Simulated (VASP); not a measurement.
# HfN (P-6m2) in VASP: a series of runs

Aim: see how the results for HfN move with the level of theory and the settings. Levels: r2SCAN, r2SCAN+D3(BJ). Tasks: single point.

Everything below comes from runs of VASP 6.6.1. Logs are shortened: lines on timing, memory, paths and dates and some standing lists are left out, and cuts for length are marked.

## 1. The cell of the first run

The structure is hexagonal, space group P-6m2 (No. 187). The conventional cell has a = 3.075 Å, b = 3.075 Å, c = 2.883 Å, α = 90.00°, β = 90.00°, γ = 120.00°. Hf (site symmetry -6m2) has 6 N at 2.29 Å and 8 Hf at 2.88 to 3.08 Å within 3.1 Å. Within 3.1 Å of N (site symmetry -6m2) lie 6 Hf at 2.29 Å and 8 N at 2.88 to 3.08 Å.

## 2. Single point, r2SCAN (11.81 Å³/atom)

Contents of POSCAR:

```
HfN
1.0
    3.0750988628      0.0000000000      0.0000000000
   -1.5375494314      2.6631137343      0.0000000000
    0.0000000000      0.0000000000      2.8833213026
Hf N
1 1
Direct
    0.0000000000      0.0000000000      0.0000000000
    0.6666666667      0.3333333333      0.5000000000
```

Contents of INCAR.step1:

```
ALGO     = Normal         # electronic algorithm
EDIFF    = 1E-4           # SCF threshold, eV
ENCUT    = 520            # plane-wave cutoff, eV
GGA      = PE             # functional
ISMEAR   = 0              # smearing method
LASPH    = True           # aspherical terms in the spheres
LCHARG   = False          # write CHGCAR
LREAL    = False          # projectors in reciprocal space
LWAVE    = True           # write WAVECAR
NBANDS   = 14             # bands
NELM     = 100            # most SCF steps
PREC     = Accurate       # precision mode
SIGMA    = 0.05           # smearing width, eV
```

Contents of INCAR.step2:

```
ALGO     = Normal         # electronic algorithm
EDIFF    = 1E-6           # SCF threshold, eV
ENCUT    = 520            # plane-wave cutoff, eV
ISIF     = 2              # what is computed and relaxed
ISMEAR   = 0              # smearing method
ISTART   = 1            
LASPH    = True           # aspherical terms in the spheres
LCHARG   = False          # write CHGCAR
LMIXTAU  = True         
LREAL    = False          # projectors in reciprocal space
LWAVE    = False          # write WAVECAR
METAGGA  = R2SCAN         # meta-GGA
NBANDS   = 14             # bands
NELM     = 100            # most SCF steps
PREC     = Accurate       # precision mode
SIGMA    = 0.05           # smearing width, eV
```

Contents of KPOINTS:

```
k-points
0
Gamma
  12 12 12
```

Potentials or basis: VASP PAW PBE potentials, release 64 (Hf_pv, N).

Launch:

```bash
$ cat potpaw_PBE.64/Hf_pv/POTCAR potpaw_PBE.64/N/POTCAR > POTCAR
$ cp INCAR.step1 INCAR
$ mpirun -np 1 vasp_std > vasp.out
$ cp INCAR.step2 INCAR
$ mpirun -np 1 vasp_std > vasp.out
```

OUTCAR:

```text
EDIFF = 1E-6
   ENCUT = 520
   ISIF = 2
   ISMEAR = 0
   ISTART = 1
   LASPH = True
   LREAL = False
   METAGGA = R2SCAN
   NELM = 100
   PREC = Accurate

 ion  position               nearest neighbor table
   1  0.000  0.000  0.000-   2 2.29   2 2.29   2 2.29   2 2.29   2 2.29   2 2.29
   2  0.667  0.333  0.500-   1 2.29   1 2.29   1 2.29   1 2.29   1 2.29   1 2.29

  LATTYP: Found a hexagonal cell.
 ALAT       =     3.0750988628
 C/A-ratio  =     0.9376353188

  Lattice vectors:

 A1 = (   3.0750988628,   0.0000000000,   0.0000000000)
 A2 = (  -1.5375494314,   2.6631137343,   0.0000000000)
 A3 = (   0.0000000000,   0.0000000000,   2.8833213026)

Analysis of symmetry for initial positions (statically):
=====================================================================
 Subroutine PRICEL returns:
 Original cell was already a primitive cell.

 Routine SETGRP: Setting up the symmetry group for a
 hexagonal supercell.

 Subroutine GETGRP returns: Found 12 space group operations
 (whereof 12 operations were pure point group operations)
 out of a pool of 24 trial point group operations.

The static configuration has the point symmetry D_3h.

Analysis of symmetry for dynamics (positions and initial velocities):
=====================================================================
 Subroutine PRICEL returns:
 Original cell was already a primitive cell.

 Routine SETGRP: Setting up the symmetry group for a
 hexagonal supercell.

 Subroutine GETGRP returns: Found 12 space group operations
 (whereof 12 operations were pure point group operations)
 out of a pool of 24 trial point group operations.

The dynamic configuration has the point symmetry D_3h.

 Subroutine INISYM returns: Found 12 space group operations
 (whereof 12 operations are pure point group operations),
 and found     1 'primitive' translations

----------------------------------------------------------------------------------------

                                     Primitive cell

  volume of cell :      23.6125

  direct lattice vectors                    reciprocal lattice vectors
     3.075098863  0.000000000  0.000000000     0.325192797  0.187750149  0.000000000
    -1.537549431  2.663113734  0.000000000     0.000000000  0.375500298  0.000000000
     0.000000000  0.000000000  2.883321303     0.000000000  0.000000000  0.346822256

  length of vectors
     3.075098863  3.075098863  2.883321303     0.375500298  0.375500298  0.346822256

  position of ions in fractional coordinates (direct lattice)
[... 91 lines left out ...]
   NUPDOWN=      -1.0000    fix difference up-down
   EMIN   =  10.00;   EMAX   =-10.00  energy-range for DOS
   EFERMI =   0.00;   METHOD = LEGACY
   ISMEAR =     0;   SIGMA  =   0.05  broadening in eV -4-tet -1-fermi 0-gaus
   EFERMI_NEDOS =   21; number of points for ismear=-14 and -15
   IALGO  =     38    algorithm
   IMIX   =      4    mixing-type and parameters
     AMIX     =   0.40;   BMIX     =  1.00
     AMIX_MAG =   1.60;   BMIX_MAG =  1.00
  volume/ion in A,a.u.               =      11.81        79.67
  Fermi-wavevector in a.u.,A,eV,Ry     =   1.407315  2.659440 26.946820  1.980535
  Thomas-Fermi vector in A             =   2.529587
   LORBIT       =      0    0 simple, 1 ext, 2 COOP (PROOUT), +10 PAW based schemes
   METAGGA = R2SCAN    functional components
   LHFCALC =     F    Hartree Fock is set to
   AEXX    =    0.0000 exact exchange contribution
   IVDW    =     0    specifies the selected vdW correction
   LEPSILON=     F    determine dielectric tensor
   LRPA    =     F    only Hartree local field effects (RPA)
 non-spin polarized calculation
 Gauss-broadening in eV      SIGMA  =   0.05
  energy-cutoff  :      520.00
  volume of cell :       23.61
 maximum number of plane-waves:       658
 NGX is ok and might be reduce to    24
   NGX = 11   NGY = 11   NGZ = 11

 number of electron      14.9999999 magnetization

 Free energy of the ion-electron system (eV)
  ---------------------------------------------------
  ext. energy  EPLUGINS =         0.00000000
  ---------------------------------------------------
  free energy    TOTEN  =       -57.42044338 eV

  energy without entropy =      -57.41760717  energy(sigma->0) =      -57.41902527

 E-fermi :   7.0560     XC(G=0): -13.3775

 val. band max:        7.0493863337   @ k =   0.3333   0.0000   0.4167
 cond. band min:       7.0587976999   @ k =   0.4167   0.1667   0.1667
 fundamental gap:      0.0094113662
 Fermi energy:         7.0559992515

 k-point     1 :       0.0000    0.0000    0.0000
  band No.  band energies     occupation
      1     -24.3670      2.00000
      2     -24.3670      2.00000
      3     -24.1519      2.00000
      4     -10.2052      2.00000
      5       3.2993      2.00000
      6       3.2993      2.00000
      7       4.7160      2.00000
      8       5.2318      2.00000
      9       9.6027      0.00000
     10      12.3004      0.00000
     11      12.3004      0.00000
     12      13.3856      0.00000
     13      13.3856      0.00000
     14      19.1567      0.00000
[... 377 lines left out ...]
      1     -25.1175      2.00000
      2     -24.5219      2.00000
      3     -24.1336      2.00000
      4      -8.7087      2.00000
      5       0.6217      2.00000
      6       3.5583      2.00000
      7       4.1720      2.00000
      8       5.8995      2.00000
      9      11.1632      0.00000
     10      12.1452      0.00000
     11      13.3019      0.00000
     12      13.7836      0.00000
     13      15.0277      0.00000
     14      19.1572      0.00000

 [... further k-points ...]

------------------------ aborting loop because EDIFF is reached ----------------------------------------

  FORCE on cell =-STRESS in cart. coord.  units (eV):
  Direction    XX          YY          ZZ          XY          YZ          ZX
  --------------------------------------------------------------------------------------
  -------------------------------------------------------------------------------------
  Total        0.0427576      0.0427576     -0.0117346      0.0000000      0.0000000      0.0000000
  in kB        2.9012309      2.9012309     -0.7962240      0.0000000      0.0000000      0.0000000
  external PRESSURE =       1.6687459 kB  Pullay stress =       0.0000000 kB

 VOLUME and BASIS-vectors are now :
 -----------------------------------------------------------------------------
  energy-cutoff  :      520.00
  volume of cell :       23.61
      direct lattice vectors                 reciprocal lattice vectors
     3.075098863  0.000000000  0.000000000     0.325192797  0.187750149  0.000000000
    -1.537549431  2.663113734  0.000000000     0.000000000  0.375500298  0.000000000
     0.000000000  0.000000000  2.883321303     0.000000000  0.000000000  0.346822256

 POSITION                                       TOTAL-FORCE (eV/Angst)
 -----------------------------------------------------------------------------------
      0.00000      0.00000      0.00000         0.000000     -0.000000      0.000000
      1.53755      0.88770      1.44166        -0.000000      0.000000      0.000000
 -----------------------------------------------------------------------------------
    total drift:                               -0.000000      0.000000      0.000000

  FREE ENERGIE OF THE ION-ELECTRON SYSTEM (eV)
  ---------------------------------------------------
  free  energy   TOTEN  =       -57.4204433770 eV

  energy  without entropy=      -57.4176071696  energy(sigma->0) =      -57.41902527
```

OUTCAR.step1:

```text
EDIFF = 1E-4
   ENCUT = 520
   GGA = PE
   ISMEAR = 0
   LASPH = True
[... 630 lines left out ...]
 -----------------------------------------------------------------------------------
      0.00000      0.00000      0.00000        -0.000000     -0.000000      0.000000
      1.53755      0.88770      1.44166         0.000000      0.000000      0.000000
 -----------------------------------------------------------------------------------
    total drift:                               -0.000000      0.000000      0.000000

  FREE ENERGIE OF THE ION-ELECTRON SYSTEM (eV)
  ---------------------------------------------------
  free  energy   TOTEN  =       -20.9672581484 eV

  energy  without entropy=      -20.9646465479  energy(sigma->0) =      -20.96595235
```

OSZICAR.step1:

```text
N       E                     dE             d eps       ncg     rms          rms(c)
DAV:   1     0.386597631778E+02    0.38660E+02   -0.78032E+03  3732   0.101E+03
DAV:   2    -0.219121626021E+02   -0.60572E+02   -0.56917E+02  4918   0.234E+02
DAV:   3    -0.239000290587E+02   -0.19879E+01   -0.19781E+01  4420   0.352E+01
DAV:   4    -0.239078954018E+02   -0.78663E-02   -0.78654E-02  4480   0.259E+00
DAV:   5    -0.239079537276E+02   -0.58326E-04   -0.58326E-04  4470   0.188E-01    0.488E+01
DAV:   6    -0.210744267376E+02    0.28335E+01   -0.67760E+00  4222   0.214E+01    0.402E+01
DAV:   7    -0.209931147353E+02    0.81312E-01   -0.45562E-01  4908   0.611E+00    0.248E+01
DAV:   8    -0.209727313121E+02    0.20383E-01   -0.11428E-01  4966   0.282E+00    0.535E+00
DAV:   9    -0.209673475811E+02    0.53837E-02   -0.14497E-02  4126   0.943E-01    0.166E+00
DAV:  10    -0.209673086274E+02    0.38954E-04   -0.10013E-03  5020   0.302E-01    0.480E-01
DAV:  11    -0.209672581484E+02    0.50479E-04   -0.93632E-05  2790   0.989E-02
   1 F= -.20967258E+02 E0= -.20965952E+02  d E =-.261160E-02
```

Wall time 2.6 min (1 thread of Intel Xeon 8259CL, shared host); peak memory 0.18 GiB.

Results:

| Property | Result |
| --- | --- |
| Free energy | -57.4204 eV |
| Pressure | 0.2 GPa |
| Band gap on the k mesh | zero (an odd number of electrons rules out a gap without spin polarisation) |

Stress tensor (GPa, compression positive):
```
 0.29  0.00  0.00
 0.00  0.29  0.00
 0.00  0.00 -0.08
```

Levels at points of the mesh, in eV from the Fermi level:
```tsv
k point	band 3	band 4	band 5	band 6	band 7	band 8	band 9	band 10	band 11	band 12
(0.00, 0.00, 0.00)	-31.21	-17.26	-3.76	-3.76	-2.34	-1.82	2.55	5.24	5.24	6.33
(0.50, 0.00, 0.00)	-31.08	-15.31	-7.05	-3.61	-2.51	-1.78	5.15	5.38	6.80	7.07
(0.00, 0.00, 0.50)	-31.31	-14.75	-8.11	-2.94	-2.94	1.69	1.69	4.07	4.73	4.73
(0.50, 0.00, 0.50)	-31.50	-15.51	-6.14	-5.01	-4.67	0.80	5.51	6.96	8.32	8.59
```

Caveat: the PAW data sets were made with another functional, which shifts forces and pressure a little; spin-orbit coupling is left out, which moves the levels of the heavy elements.

## 3. Single point, r2SCAN (11.92 Å³/atom)

This run uses another cell than the first one, of 11.92 Å³/atom.

Contents of POSCAR:

```
HfN
1.0
    3.0854334487      0.0000000000      0.0000000000
   -1.5427167244      2.6720637483      0.0000000000
    0.0000000000      0.0000000000      2.8908649372
Hf N
1 1
Direct
    0.0000000000      0.0000000000      0.0000000000
    0.6666666667      0.3333333333      0.5000000000
```

Contents of INCAR.step1:

```
PREC     = Accurate       # precision mode
ENCUT    = 520            # plane-wave cutoff, eV
ISMEAR   = 0              # smearing method
SIGMA    = 0.05           # smearing width, eV
LREAL    = False          # projectors in reciprocal space
LASPH    = True           # aspherical terms in the spheres
NELM     = 100            # most SCF steps
NBANDS   = 14             # bands
GGA      = PE             # functional
ALGO     = Normal         # electronic algorithm
EDIFF    = 1E-4           # SCF threshold, eV
LWAVE    = True           # write WAVECAR
LCHARG   = False          # write CHGCAR
```

Contents of INCAR.step2:

```
PREC     = Accurate       # precision mode
ENCUT    = 520            # plane-wave cutoff, eV
EDIFF    = 1E-7           # SCF threshold, eV
ISMEAR   = 0              # smearing method
SIGMA    = 0.05           # smearing width, eV
LREAL    = False          # projectors in reciprocal space
LASPH    = True           # aspherical terms in the spheres
NELM     = 100            # most SCF steps
ALGO     = Normal         # electronic algorithm
ISIF     = 2              # what is computed and relaxed
LWAVE    = False          # write WAVECAR
LCHARG   = True           # write CHGCAR
METAGGA  = R2SCAN         # meta-GGA
LMIXTAU  = True         
LELF     = True           # ELF
LVHAR    = True         
NBANDS   = 14             # bands
ISTART   = 1
```

Contents of KPOINTS:

```
Automatic mesh
0
Gamma
  12 12 12
```

Potentials or basis: VASP PAW PBE potentials, release 64 (Hf_pv, N).

Launch:

```bash
$ cat potpaw_PBE.64/Hf_pv/POTCAR potpaw_PBE.64/N/POTCAR > POTCAR
$ cp INCAR.step1 INCAR
$ mpirun -np 1 vasp_std > vasp.out
$ cp INCAR.step2 INCAR
$ mpirun -np 1 vasp_std > vasp.out
```

Wall time 3 min (1 thread of Intel Xeon 8259CL, shared host); peak memory 0.18 GiB.

It converged, with:

```yaml
Free_energy: -57.4193 eV
Pressure: -2.2 GPa
Band_gap_on_the_k_mesh: zero (an odd number of electrons rules out a gap without spin polarisation)
```

Stress tensor (GPa, compression positive):
```
-2.07  0.00  0.00
 0.00 -2.07  0.00
 0.00  0.00 -2.42
```

Levels at points of the mesh, in eV from the Fermi level:
| k point | band 4 | band 5 | band 6 | band 7 | band 8 | band 9 | band 10 | band 11 |
| --- | --- | --- | --- | --- | --- | --- | --- | --- |
| (0.00, 0.00, 0.00) | -17.21 | -3.73 | -3.73 | -2.31 | -1.82 | 2.47 | 5.20 | 5.20 |
| (0.50, 0.00, 0.00) | -15.29 | -7.01 | -3.57 | -2.50 | -1.76 | 5.08 | 5.33 | 6.73 |
| (0.00, 0.00, 0.50) | -14.75 | -8.06 | -2.92 | -2.92 | 1.69 | 1.69 | 4.04 | 4.69 |
| (0.50, 0.00, 0.50) | -15.47 | -6.10 | -4.99 | -4.63 | 0.78 | 5.44 | 6.88 | 8.23 |

Caveat: the PAW data sets were made with another functional, which shifts forces and pressure a little; spin-orbit coupling is left out, which moves the levels of the heavy elements.

[end of part 1 of 2]
